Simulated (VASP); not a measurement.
Here is a VASP 6.6.1 calculation.

The input INCAR:

```
SYSTEM = KBr
  ALGO = Normal
  EDIFF = 1E-6
  ENCUT = 520
  GGA = PE
  ISIF = 2
  ISMEAR = -1
  LASPH = .TRUE.
  LCHARG = .TRUE.
  LELF = .TRUE.
  LREAL = .FALSE.
  LVHAR = .TRUE.
  LWAVE = .FALSE.
  NBANDS = 15
  NELM = 60
  PREC = Accurate
  SIGMA = 0.02
```

The input KPOINTS:

```
k-points
0
G
  6 6 6
  0 0 0
```

The input POSCAR:

```
KBr
1.0
    3.8625344111      0.0000000000      0.0000000000
    0.0000000000      3.8625344111      0.0000000000
    0.0000000000      0.0000000000      3.9762553130
K Br
1 1
Direct
    0.0000000000      0.0000000000      0.0000000000
    0.5000000000      0.5000000000      0.5000000000
```

Potentials or basis: VASP PAW PBE potentials, release 64 (K_sv, Br).

Launch:

```bash
$ cat potpaw_PBE.64/K_sv/POTCAR potpaw_PBE.64/Br/POTCAR > POTCAR
$ mpirun -np 1 vasp_std > vasp.out
```

Problem. Estimate the band gap on the k mesh.

Solution. 4.16 eV (least direct gap 4.44 eV).

Problem. What does it give for the pressure?

Solution. 2.2 GPa.

Stress tensor (GPa, compression positive):
```
2.58 0.00 0.00
0.00 2.58 0.00
0.00 0.00 1.40
```

Caveat: the cell differs from its parent crystal (biaxial xy strain -2.9%). A k mesh can miss the band edges.
